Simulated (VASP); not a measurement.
Nb:

```xyz
8
Lattice="5.2391 0.0000 0.0000 0.0000 5.2391 0.0000 0.0000 0.0000 5.2391" Properties=species:S:1:pos:R:3 pbc="T T T"
Nb    0.0000    0.0000    0.0000
Nb    2.6195    2.6195    2.6195
Nb    1.3098    0.0000    2.6195
Nb    3.9293    0.0000    2.6195
Nb    2.6195    1.3098    0.0000
Nb    2.6195    3.9293    0.0000
Nb    0.0000    2.6195    1.3098
Nb    0.0000    2.6195    3.9293
```

| Property | Result |
| --- | --- |
| Program | VASP 6.6.1 |
| Task | relaxation of cell and atoms |
| Functional | RPBE |
| Potentials or basis | VASP PAW PBE potentials, release 64 (Nb_sv) |
| Cutoff | 600 eV |
| k mesh | 5 × 5 × 5 |
| Occupations | fermi-dirac, width 0.1 eV |
| Spin | no spin polarisation |

At the start: pressure 8.6 GPa; volume 17.98 Å³/atom.

Task: How do energy, volume and symmetry change on relaxing?

Result: Over 4 steps the energy falls by 23.7 meV/atom and the volume is 18.89 Å³/atom (+5.1 %); space group Pm-3n (No. 223, to 0.1 Å) before and after.

Step by step:
| step | energy change (eV) | largest force (eV/Å) | pressure (GPa) | volume (Å³) |
| --- | --- | --- | --- | --- |
| 1 | 0.0000 | 0.0000 | 8.62 | 143.80 |
| 2 | 0.3548 | 0.0000 | -11.82 | 164.88 |
| 3 | -0.1892 | 0.0000 | -0.20 | 151.30 |
| 4 | -0.1893 | 0.0000 | -0.01 | 151.12 |

Final structure:
```
CELL_PARAMETERS angstrom
5.32649 0.00000 0.00000
0.00000 5.32649 0.00000
0.00000 0.00000 5.32649
ATOMIC_POSITIONS crystal
Nb 0.00000 0.00000 0.00000
Nb 0.50000 0.50000 0.50000
Nb 0.25000 0.00000 0.50000
Nb 0.75000 0.00000 0.50000
Nb 0.50000 0.25000 0.00000
Nb 0.50000 0.75000 0.00000
Nb 0.00000 0.50000 0.25000
Nb 0.00000 0.50000 0.75000
```

Caveat: the PAW data sets were made with another functional, which shifts forces and pressure a little.
